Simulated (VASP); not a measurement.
# Si7N in VASP: a series of runs, part 2 of 2

VASP 6.6.1.

## (4) Relaxation of cell and atoms, PBE

This run uses another cell than the first one, of 18.08 Å³/atom.

Input file INCAR:

```
ALGO = Normal
EDIFF = 1E-6
EDIFFG = -0.08
ENCUT = 600
GGA = PE
IBRION = 2
ISIF = 3
ISMEAR = 0
LASPH = T
LCHARG = F
LREAL = Auto
LWAVE = F
NELM = 60
NSW = 36
PREC = Accurate
SIGMA = 0.2
```

Input file KPOINTS:

```
k-points
0
Gamma
  3 3 3
```

Input file POSCAR:

```
Si7N
1.0
    7.4000000000      0.0000000000      0.0000000000
   -3.7000000000      6.4085879900      0.0000000000
    0.0000000000      0.0000000000      6.1000000000
Si N
14 2
Direct
    0.3333333300      0.6666666700      0.8750000000
    0.6666660000      0.8333330000      0.0000000000
    0.1666670000      0.8333330000      0.0000000000
    0.1666670000      0.3333340000      0.0000000000
    0.3333340000      0.1666670000      0.8750000000
    0.8333330000      0.6666660000      0.8750000000
    0.8333330000      0.1666670000      0.8750000000
    0.6666666700      0.3333333300      0.3750000000
    0.8333330000      0.6666660000      0.5000000000
    0.3333340000      0.1666670000      0.5000000000
    0.8333330000      0.1666670000      0.5000000000
    0.1666670000      0.3333340000      0.3750000000
    0.1666670000      0.8333330000      0.3750000000
    0.6666660000      0.8333330000      0.3750000000
    0.3333333300      0.6666666700      0.5300000000
    0.6666666700      0.3333333300      0.0300000000
```

Potentials or basis: VASP PAW PBE potentials, release 64 (Si, N).

Command:

```bash
cat potpaw_PBE.64/Si/POTCAR potpaw_PBE.64/N/POTCAR > POTCAR
mpirun -np 1 vasp_std > vasp.out
```

OUTCAR:

```text
EDIFF = 1E-6
   EDIFFG = -0.08
   ENCUT = 600
   GGA = PE
   IBRION = 2
   ISIF = 3
   ISMEAR = 0
   LASPH = T
   LREAL = Auto
   NELM = 60
   NSW = 36
   PREC = Accurate

 ion  position               nearest neighbor table
   1  0.333  0.667  0.875-  15 2.10   3 2.27   2 2.27   4 2.27
   2  0.667  0.833  0.000-   1 2.27   6 2.27   7 2.27  14 2.29
   3  0.167  0.833  0.000-   1 2.27   6 2.27   5 2.27  13 2.29
   4  0.167  0.333  0.000-   1 2.27   7 2.27   5 2.27  12 2.29
   5  0.333  0.167  0.875-   4 2.27   3 2.27  10 2.29  16 2.34
   6  0.833  0.667  0.875-   3 2.27   2 2.27   9 2.29  16 2.34
[... 8 lines left out ...]
  15  0.333  0.667  0.530-   1 2.10  13 2.34  14 2.34  12 2.34
  16  0.667  0.333  0.030-   8 2.10   7 2.34   5 2.34   6 2.34

  LATTYP: Found a hexagonal cell.
 ALAT       =     7.4000000000
 C/A-ratio  =     0.8243243243

  Lattice vectors:

 A1 = (   7.4000000000,   0.0000000000,   0.0000000000)
 A2 = (  -3.7000000000,   6.4085879900,   0.0000000000)
 A3 = (   0.0000000000,   0.0000000000,   6.1000000000)

Analysis of symmetry for initial positions (statically):
=====================================================================
 Subroutine PRICEL returns:
 Original cell was already a primitive cell.

 Routine SETGRP: Setting up the symmetry group for a
 hexagonal supercell.

 Subroutine GETGRP returns: Found 12 space group operations
 (whereof  6 operations were pure point group operations)
 out of a pool of 24 trial point group operations.

The static configuration has the point symmetry C_3v.
 The point group associated with its full space group is C_6v.

Analysis of symmetry for dynamics (positions and initial velocities):
=====================================================================
 Subroutine PRICEL returns:
 Original cell was already a primitive cell.

 Routine SETGRP: Setting up the symmetry group for a
 hexagonal supercell.

 Subroutine GETGRP returns: Found 12 space group operations
[... 135 lines left out ...]
  Fermi-wavevector in a.u.,A,eV,Ry     =   1.000341  1.890371 13.615113  1.000683
  Thomas-Fermi vector in A             =   2.132691
   LORBIT       =      0    0 simple, 1 ext, 2 COOP (PROOUT), +10 PAW based schemes
   GGA     = PE    functional components
   LHFCALC =     F    Hartree Fock is set to
   AEXX    =    0.0000 exact exchange contribution
   IVDW    =     0    specifies the selected vdW correction
   LEPSILON=     F    determine dielectric tensor
   LRPA    =     F    only Hartree local field effects (RPA)
 conjugate gradient relaxation of ions
 non-spin polarized calculation
 Gauss-broadening in eV      SIGMA  =   0.20
  energy-cutoff  :      600.00
  volume of cell :      289.28
 maximum number of plane-waves:      9672
 NGX is ok and might be reduce to    60
   NGX = 29   NGY = 29   NGZ = 25

--------------------------------------- Ionic step        1  -------------------------------------------

 number of electron      66.0000000 magnetization

 Free energy of the ion-electron system (eV)
  ---------------------------------------------------
  ext. energy  EPLUGINS =         0.00000000
  ---------------------------------------------------
  free energy    TOTEN  =       -87.66514445 eV

  energy without entropy =      -87.58908666  energy(sigma->0) =      -87.62711555

------------------------ aborting loop because EDIFF is reached ----------------------------------------

  FORCE on cell =-STRESS in cart. coord.  units (eV):
  Direction    XX          YY          ZZ          XY          YZ          ZX
  --------------------------------------------------------------------------------------
  -------------------------------------------------------------------------------------
  Total        4.9088625      4.9088625      0.3043637      0.0000000     -0.0000000      0.0000000
  in kB       27.1873917     27.1873917      1.6856970      0.0000000     -0.0000000      0.0000000
  external PRESSURE =      18.6868268 kB  Pullay stress =       0.0000000 kB
[... 131 lines left out ...]
  FREE ENERGIE OF THE ION-ELECTRON SYSTEM (eV)
  ---------------------------------------------------
  free  energy   TOTEN  =       -90.2540771382 eV

  energy  without entropy=      -90.1702613172  energy(sigma->0) =      -90.21216923

[... ionic steps 4 to 7 ...]

--------------------------------------- Ionic step        8  -------------------------------------------

 number of electron      66.0000002 magnetization

------------------------ aborting loop because EDIFF is reached ----------------------------------------
[... 95 lines left out ...]
--------------------------------------- Ionic step       10  -------------------------------------------

 number of electron      66.0000002 magnetization

 Free energy of the ion-electron system (eV)
  ---------------------------------------------------
  ext. energy  EPLUGINS =         0.00000000
  ---------------------------------------------------
  free energy    TOTEN  =       -91.46825078 eV

  energy without entropy =      -91.39578378  energy(sigma->0) =      -91.43201728

 E-fermi :   7.0455     XC(G=0):  -9.8743

 val. band max:        6.9342328871   @ k =   0.3333   0.0000   0.0000
 cond. band min:       7.0661138148   @ k =   0.0000   0.0000   0.0000
 fundamental gap:      0.1318809277
 Fermi energy:         7.0454788569

 k-point     1 :       0.0000    0.0000    0.0000
  band No.  band energies     occupation
      1     -10.2680      2.00000
      2     -10.1477      2.00000
      3      -4.6305      2.00000
      4      -3.4215      2.00000
      5      -3.4215      2.00000
      6      -3.2207      2.00000
[... 302 lines left out ...]
  FREE ENERGIE OF THE ION-ELECTRON SYSTEM (eV)
  ---------------------------------------------------
  free  energy   TOTEN  =       -91.4682507844 eV

  energy  without entropy=      -91.3957837779  energy(sigma->0) =      -91.43201728

 reached required accuracy - stopping structural energy minimisation
```

OSZICAR:

```text
N       E                     dE             d eps       ncg     rms          rms(c)
DAV:   1     0.226887728943E+03    0.22689E+03   -0.28778E+04   504   0.148E+03
DAV:   2    -0.641469236912E+02   -0.29103E+03   -0.27993E+03   612   0.212E+02
DAV:   3    -0.900080155272E+02   -0.25861E+02   -0.25165E+02   672   0.594E+01
[... 98 lines left out ...]
DAV:   2    -0.914682718438E+02    0.98552E-05   -0.11434E-03   630   0.172E-01    0.371E-02
DAV:   3    -0.914682605527E+02    0.11291E-04   -0.18423E-04   606   0.593E-02    0.205E-02
DAV:   4    -0.914682536323E+02    0.69204E-05   -0.30067E-05   742   0.319E-02    0.110E-02
DAV:   5    -0.914682515929E+02    0.20394E-05   -0.16109E-05   584   0.168E-02    0.639E-03
DAV:   6    -0.914682507844E+02    0.80853E-06   -0.20906E-06   378   0.734E-03
  10 F= -.91468251E+02 E0= -.91432017E+02  d E =-.267816E-02
```

CONTCAR:

```text
Si7N
   1.00000000000000
     7.3514930683074304    0.0000000000000000    0.0000000000000000
    -3.6757465341537152    6.3665797548441176   -0.0000000000000000
     0.0000000000000000   -0.0000000000000000    5.8985883757596858
  Si              N
    14     2
Direct
     0.3333333300000021    0.6666666699999979    0.8254701962515850
     0.6561727678996112    0.8280863839498170    0.0015346503887022
     0.1719136160501986    0.8280863839498170    0.0015346503887022
     0.1719136160501830    0.3438272321003732    0.0015346503887022
     0.3740676340689137    0.1870338170343487    0.8990332216639538
     0.8129661829656514    0.6259323659312955    0.8990332216639538
[... 8 lines left out ...]
     0.3333333300000021    0.6666666699999979    0.5028261875904477
     0.6666666699999979    0.3333333300000021    0.0028261875904479

  0.00000000E+00  0.00000000E+00  0.00000000E+00
  0.00000000E+00  0.00000000E+00  0.00000000E+00
  0.00000000E+00  0.00000000E+00  0.00000000E+00
  0.00000000E+00  0.00000000E+00  0.00000000E+00
  0.00000000E+00  0.00000000E+00  0.00000000E+00
  0.00000000E+00  0.00000000E+00  0.00000000E+00
[... 8 lines left out ...]
  0.00000000E+00  0.00000000E+00  0.00000000E+00
  0.00000000E+00  0.00000000E+00  0.00000000E+00
```

Run time: 14 min. Hardware: 1 thread of Intel Xeon Platinum 8259CL at 2.50GHz (Skylake/Cascade Lake), shared host; peak memory 0.48 GiB.

What came out:

```yaml
Free_energy: -91.4683 eV
Relaxed_volume: 17.25 Å³/atom
Relaxed_cell: a = 7.351 Å, b = 7.351 Å, c = 5.899 Å, α = 90.00°, β = 90.00°, γ = 120.00°
Space_group_after_relaxing_to_0.1_Å: P6_3mc (No. 186)
Energy_gained_by_relaxing: 237.7 meV/atom
Ionic_steps: 10
Pressure_after_relaxing: 0.0 GPa
Largest_force_after_relaxing: 0.080 eV/Å
Band_gap_on_the_k_mesh: zero (bands 33 and 34 overlap by 1.30 eV)
```

Forces in eV/Å, atoms in the order of the input:
```
Si   0.000  0.000 -0.080
Si  -0.026 -0.015 -0.005
Si   0.026 -0.015 -0.005
Si   0.000  0.030 -0.005
Si  -0.019 -0.011  0.041
Si   0.000  0.022  0.041
Si   0.019 -0.011  0.041
Si   0.000  0.000 -0.080
Si   0.000 -0.030 -0.005
Si   0.026  0.015 -0.005
Si  -0.026  0.015 -0.005
Si   0.000 -0.022  0.041
Si  -0.019  0.011  0.041
Si   0.019  0.011  0.041
N    0.000  0.000 -0.028
N    0.000  0.000 -0.028
```

Stress tensor (GPa, compression positive):
```
-0.13  0.00  0.00
 0.00 -0.13  0.00
 0.00  0.00  0.13
```

Step by step:
```csv
step,energy change (eV),largest force (eV/Å),pressure (GPa),volume (Å³)
1,0.0000,2.8463,1.87,289.28
2,-2.0158,1.5336,-4.12,298.18
3,-2.5889,0.9393,-7.60,305.65
4,-3.6520,1.0535,-2.12,281.82
5,-3.6644,1.1900,-1.33,279.30
6,-3.7950,0.1310,0.14,275.50
7,-3.7950,0.1261,0.13,275.53
8,-3.8004,0.1017,0.05,275.80
9,-3.8004,0.1002,0.05,275.82
10,-3.8031,0.0800,-0.05,276.08
```

Final structure:
```
Si N
1.0
     7.35149    0.00000    0.00000
    -3.67575    6.36658    0.00000
     0.00000    0.00000    5.89859
Si N
14 2
Direct
  0.33333 0.66667 0.82547
  0.65617 0.82809 0.00153
  0.17191 0.82809 0.00153
  0.17191 0.34383 0.00153
  0.37407 0.18703 0.89903
  0.81297 0.62593 0.89903
  0.81297 0.18703 0.89903
  0.66667 0.33333 0.32547
  0.82809 0.65617 0.50153
  0.34383 0.17191 0.50153
  0.82809 0.17191 0.50153
  0.18703 0.37407 0.39903
  0.18703 0.81297 0.39903
  0.62593 0.81297 0.39903
  0.33333 0.66667 0.50283
  0.66667 0.33333 0.00283
```

Levels at points of the mesh, in eV from the Fermi level:
| k point | band 31 | band 32 | band 33 | band 34 | band 35 | band 36 |
| --- | --- | --- | --- | --- | --- | --- |
| (0.00, 0.00, 0.00) | -0.74 | -0.71 | -0.56 | -0.56 | 0.02 | 0.02 |

Caveat: the relaxation stopped at a loose force limit of 0.08 eV/Å, so its end isn't a converged minimum.

## (5) Single point, PBE

Input file INCAR:

```
ALGO = Normal
EDIFF = 1E-6
ENCUT = 520
GGA = PE
ISIF = 2
ISMEAR = 0
LASPH = T
LCHARG = F
LREAL = Auto
LWAVE = F
NBANDS = 47
NELM = 60
PREC = Accurate
SIGMA = 0.2
```

Input file KPOINTS:

```
k-points
0
Gamma
  4 3 3
```

Input file POSCAR:

```
Si7N
1.0
    0.0001319200      0.0010952717      5.9213653262
    7.3392429097     -0.0000627641      0.0001204994
   -3.6696764483      6.3541139078      0.0009537362
Si N
14 2
Direct
    0.8219746269      0.3333067141      0.6666493900
    0.0023053104      0.6553477704      0.8277124604
    0.0023143817      0.1723413855      0.8277192705
    0.0023083525      0.1722582907      0.3445150636
    0.8996877028      0.3729284273      0.1865129328
    0.8996444721      0.8136471441      0.6273084470
    0.8996694822      0.8135996499      0.1865038925
    0.3219922509      0.6666885257      0.3334260583
    0.5022836615      0.8277491833      0.6555022906
    0.5023398984      0.3446280962      0.1722405348
    0.5023261072      0.8276109613      0.1722817467
    0.3996673883      0.1863370818      0.3726626916
    0.3996775175      0.1864513675      0.8134953866
    0.3996632269      0.6271148004      0.8135506998
    0.5020757307      0.3332787220      0.6665148714
    0.0020698899      0.6667118798      0.3334042634
```

Potentials or basis: VASP PAW PBE potentials, release 64 (Si, N).

Command:

```bash
cat potpaw_PBE.64/Si/POTCAR potpaw_PBE.64/N/POTCAR > POTCAR
mpirun -np 1 vasp_std > vasp.out
```

OUTCAR:

```text
EDIFF = 1E-6
   ENCUT = 520
   GGA = PE
   ISIF = 2
   ISMEAR = 0
   LASPH = T
   LREAL = Auto
   NELM = 60
   PREC = Accurate

 ion  position               nearest neighbor table
   1  0.822  0.333  0.667-  15 1.89   4 2.31   3 2.31   2 2.31  13 3.12  14 3.12  12 3.12
   2  0.002  0.655  0.828-   1 2.31  14 2.36   7 2.36   6 2.36
   3  0.002  0.172  0.828-   1 2.31  13 2.36   5 2.36   6 2.36
   4  0.002  0.172  0.345-   1 2.31  12 2.36   7 2.36   5 2.36
   5  0.900  0.373  0.187-  16 1.96  10 2.36   3 2.36   4 2.36   8 3.12
   6  0.900  0.814  0.627-  16 1.96   9 2.36   3 2.36   2 2.36   8 3.12
[... 1166 lines left out ...]
  in kB       -0.6835698     -0.5439890     -0.9250747      0.0074437     -0.1608867     -0.0195109
  external PRESSURE =      -0.7175445 kB  Pullay stress =       0.0000000 kB

 VOLUME and BASIS-vectors are now :
 -----------------------------------------------------------------------------
  energy-cutoff  :      520.00
  volume of cell :      276.14
      direct lattice vectors                 reciprocal lattice vectors
     0.000131920  0.001095272  5.921365326    -0.000002773 -0.000026950  0.168879975
     7.339242910 -0.000062764  0.000120499     0.136254509  0.078690749 -0.000017591
    -3.669676448  6.354113908  0.000953736     0.000001346  0.157379138 -0.000029110

 POSITION                                       TOTAL-FORCE (eV/Angst)
 -----------------------------------------------------------------------------------
     -0.00006      4.23685      4.86789         0.000690      0.000687      0.013237
      1.77232      5.25934      0.01452        -0.005755     -0.003904     -0.001869
     -1.77261      5.25941      0.01451         0.006327     -0.003839     -0.001227
     -0.00001      2.18908      0.01402         0.000493      0.007209     -0.001061
      2.05269      1.18609      5.32760        -0.009043     -0.006040     -0.005497
      3.66965      3.98692      5.32782        -0.000258      0.009868     -0.004387
[... 8 lines left out ...]
      0.00019      4.23564      2.97365        -0.000324      0.001503      0.007241
      3.66967      2.11845      0.01265        -0.000418      0.000766      0.008660
 -----------------------------------------------------------------------------------
    total drift:                                0.000102      0.000714     -0.021984

  FREE ENERGIE OF THE ION-ELECTRON SYSTEM (eV)
  ---------------------------------------------------
  free  energy   TOTEN  =       -91.4810583136 eV

  energy  without entropy=      -91.4242702752  energy(sigma->0) =      -91.45266429
```

It took 6.7 min on 1 thread of Intel Xeon Platinum 8259CL at 2.50GHz (Skylake/Cascade Lake), shared host; peak memory 0.44 GiB.

What came out:

- Free energy: -91.4811 eV
- Pressure: -0.1 GPa
- Largest force: 0.013 eV/Å
- Band gap on the k mesh: zero (bands 33 and 34 overlap by 1.78 eV)

Forces in eV/Å, atoms in the order of the input:
```
Si   0.001  0.001  0.013
Si  -0.006 -0.004 -0.002
Si   0.006 -0.004 -0.001
Si   0.000  0.007 -0.001
Si  -0.009 -0.006 -0.005
Si   0.000  0.010 -0.004
Si   0.008 -0.006 -0.005
Si   0.001  0.000  0.011
Si   0.000 -0.007 -0.002
Si   0.005  0.003 -0.002
Si  -0.005  0.004 -0.002
Si   0.000 -0.010 -0.006
Si  -0.009  0.006 -0.005
Si   0.008  0.004 -0.005
N    0.000  0.002  0.007
N    0.000  0.001  0.009
```

Levels at points of the mesh, in eV from the Fermi level:
```csv
k point,band 30,band 31,band 32,band 33,band 34,band 35,band 36,band 37
"(0.00, 0.00, 0.00)",-1.15,-0.68,-0.66,-0.50,-0.50,0.09,0.09,1.29
"(0.50, 0.00, 0.00)",-1.01,-1.01,-1.01,-0.95,-0.95,0.92,0.92,0.93
```

## (6) Single point, PBE

Input file INCAR:

```
SYSTEM = Si7N
ALGO = Normal
EDIFF = 1E-7
ENCUT = 520
GGA = PE
ISIF = 2
ISMEAR = 0
LASPH = .TRUE.
LCHARG = .TRUE.
LELF = .TRUE.
LREAL = Auto
LVHAR = .TRUE.
LWAVE = .FALSE.
NBANDS = 47
NELM = 80
PREC = Accurate
SIGMA = 0.1
```

Input file KPOINTS:

```
k-points
0
G
  6 6 6
  0 0 0
```

Input file POSCAR:

```
Si7N
1.0
    7.3341529466      0.0000000000      0.0000000000
   -3.6670764733      6.3515627670      0.0000000000
    0.0000000000      0.0000000000      5.9284269671
Si N
14 2
Direct
    0.3333333333      0.6666666667      0.8218619614
    0.6554173835      0.8277086917      0.0026066021
    0.1722913083      0.8277086917      0.0026066021
    0.1722913083      0.3445826165      0.0026066021
    0.3729098745      0.1864549373      0.8994058270
    0.8135450627      0.6270901255      0.8994058270
    0.8135450627      0.1864549373      0.8994058270
    0.6666666667      0.3333333333      0.3218619614
    0.8277086917      0.6554173835      0.5026066021
    0.3445826165      0.1722913083      0.5026066021
    0.8277086917      0.1722913083      0.5026066021
    0.1864549373      0.3729098745      0.3994058270
    0.1864549373      0.8135450627      0.3994058270
    0.6270901255      0.8135450627      0.3994058270
    0.3333333333      0.6666666667      0.5021007513
    0.6666666667      0.3333333333      0.0021007513
```

Potentials or basis: VASP PAW PBE potentials, release 64 (Si, N).

Command:

```bash
cat potpaw_PBE.64/Si/POTCAR potpaw_PBE.64/N/POTCAR > POTCAR
mpirun -np 1 vasp_std > vasp.out
```

It took 12 min on 1 thread of Intel Xeon Platinum 8259CL at 2.50GHz (Skylake/Cascade Lake), shared host; peak memory 0.49 GiB.

The run converged. Its results:

| Item | Value |
| --- | --- |
| Free energy | -91.4470 eV |
| Pressure | -0.1 GPa |
| Largest force | 0.014 eV/Å |
| Band gap on the k mesh | zero (bands 33 and 34 overlap by 1.71 eV) |

Forces in eV/Å, atoms in the order of the input:
```
Si   0.000  0.000  0.006
Si  -0.006 -0.003 -0.001
Si   0.006 -0.003 -0.001
Si   0.000  0.007 -0.001
Si  -0.011 -0.006 -0.006
Si   0.000  0.013 -0.006
Si   0.011 -0.006 -0.006
Si   0.000  0.000  0.006
Si   0.000 -0.007 -0.001
Si   0.006  0.003 -0.001
Si  -0.006  0.003 -0.001
Si   0.000 -0.013 -0.006
Si  -0.011  0.006 -0.006
Si   0.011  0.006 -0.006
N    0.000  0.000  0.014
N    0.000  0.000  0.014
```

Levels at points of the mesh, in eV from the Fermi level:
| k point | band 30 | band 31 | band 32 | band 33 | band 34 | band 35 | band 36 | band 37 |
| --- | --- | --- | --- | --- | --- | --- | --- | --- |
| (0.00, 0.00, 0.00) | -1.27 | -0.80 | -0.78 | -0.62 | -0.62 | -0.02 | -0.02 | 1.15 |
| (0.50, 0.00, 0.00) | -1.97 | -1.39 | -1.04 | -0.11 | 0.51 | 0.90 | 1.03 | 1.73 |
| (0.00, 0.00, 0.50) | -1.13 | -1.13 | -1.13 | -1.08 | -1.08 | 0.80 | 0.80 | 0.80 |
| (0.50, 0.00, 0.50) | -2.00 | -1.60 | -1.60 | -0.07 | -0.07 | 1.14 | 1.14 | 1.47 |

## (7) Overview

```tsv
task	cell	k mesh	cutoff (eV)	smearing	gap on the mesh (eV)	pressure (GPa)	largest force (eV/Å)
single point	a = 5.928, b = 7.334, c = 7.334 Å, angles 120.0, 90.0, 90.0°, 16 atoms, atomic positions A	4 × 3 × 3	520	gaussian 0.2 eV	none	-0.1	0.03
single point	a = 7.344, b = 7.344, c = 5.905 Å, angles 90.0, 90.0, 120.0°, 16 atoms, atomic positions B	3 × 3 × 3	520	gaussian 0.2 eV	none	0.1	0.02
relaxation of cell and atoms	relaxed from a = 7.400, b = 7.400, c = 6.100 Å, angles 90.0, 90.0, 120.0°, 16 atoms, atomic positions C	3 × 3 × 3	600	gaussian 0.2 eV	none	0.0	0.08
single point	a = 5.921, b = 7.339, c = 7.338 Å, angles 120.0, 90.0, 90.0°, 16 atoms, atomic positions A	4 × 3 × 3	520	gaussian 0.2 eV	none	-0.1	0.01
single point	a = 7.334, b = 7.334, c = 5.928 Å, angles 90.0, 90.0, 120.0°, 16 atoms, atomic positions A	6 × 6 × 6	520	gaussian 0.1 eV	none	-0.1	0.01
```

Alike in all rows: level PBE; potentials or basis VASP PAW PBE potentials, release 64 (Si, N); no spin polarisation.

Caveats: the relaxation stopped at a loose force limit of 0.08 eV/Å, so its end isn't a converged minimum (at least some runs).

Absolute energies hang on the potentials; compare differences alone.
